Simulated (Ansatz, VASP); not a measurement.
## Si: VASP beside Ansatz

```xyz
2
Lattice="0.0000 2.7399 2.7399 2.7399 0.0000 2.7399 2.7399 2.7399 0.0000" Properties=species:S:1:pos:R:3 pbc="T T T"
Si    2.7399    2.7399    2.7399
Si    4.1098    4.1098    4.1098
```

Change from the starting cell: volume scaled by 1.02.

Alike in both runs: task single point; functional BLYP; k mesh 8 × 8 × 8; occupations fermi-dirac, width 0.05 eV; collinear spin.

|  | VASP | Ansatz |
| --- | --- | --- |
| version | VASP 6.6.1 | Ansatz 0.2.0 |
| potentials or method | VASP PAW PBE potentials, release 64 (Si), cutoff 520 eV | all-electron LAPW, scalar-relativistic |

VASP gave:

| Property | Result |
| --- | --- |
| gap on the k mesh at the Fermi level (eV) | 0.88 |
| least direct gap on the mesh (eV) | 2.69 |
| pressure (GPa) | 2.5 |
| net moment per atom (μB) | 0.00 |

Estimate Ansatz's values.

gap on the k mesh at the Fermi level (eV): 0.87; least direct gap on the mesh (eV): 2.67; pressure (GPa): 2.4; net moment per atom (μB): 0.00.

VASP's potentials were made for PBE, not for BLYP. Ansatz ran all-electron here, and VASP with PAW potentials.
